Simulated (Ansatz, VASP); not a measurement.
**Two plane-wave programs on Rh**

Contents of INCAR:

```
SYSTEM = Rh
  PREC = Accurate
  ENCUT = 520
  EDIFF = 1E-6
  ISMEAR = 0
  SIGMA = 0.05
  LREAL = .False.
  LASPH = .True.
  NELM = 80
  ALGO = Normal
  ISIF = 2
  LWAVE = .False.
  LCHARG = .False.
  GGA = PE
  NBANDS = 14
```

Contents of KPOINTS:

```
Automatic mesh
0
Gamma
  8 8 8
  0 0 0
```

POSCAR

```
Rh
1.0
    0.0000000000      1.9298298557      1.9298298557
    1.9298298557      0.0000000000      1.9298298557
    1.9298298557      1.9298298557      0.0000000000
Rh
1
Direct
    0.0000000000      0.0000000000      0.0000000000
```

Input for Ansatz:

```yaml
crystal:
  lattice:
    - [0.0, 1.9298298631, 1.9298298631]
    - [1.9298298631, 0.0, 1.9298298631]
    - [1.9298298631, 1.9298298631, 0.0]
  atoms:
    - { symbol: Rh, position: [0.0, 0.0, 0.0] }
basis:
  ecutwfc: 420
  ecutrho_ratio: 4
kpoints:
  mp_grid: { grid: [8, 8, 8] }
hamiltonian:
  xc: pbe
scf:
  occupations: { method: gaussian, width: 0.05 }
output:
  forces: true
  stress: true
  eigenvalues: true
```

Alike in both runs: task single point; functional PBE; k mesh 8 × 8 × 8; occupations gaussian, width 0.05 eV; no spin polarisation.

|  | VASP | Ansatz |
| --- | --- | --- |
| version | VASP 6.6.1 | Ansatz 0.2.0 |
| potentials or method | VASP PAW PBE potentials, release 64 (Rh_pv), cutoff 520 eV | scalar-relativistic, plane waves, PAW |
| valence electrons in the cell | 15 | 17 |

```tsv
	VASP	Ansatz	Ansatz less VASP
gap on the k mesh at the Fermi level (eV)	none	none	-
pressure (GPa)	-4.9	-4.9	-0.05
```

A gap of «none» marks a metal or a gap that the smearing closes. VASP's potentials hold 15 valence electrons a cell and Ansatz's 17, so a difference there can come from the potentials and not from the codes.
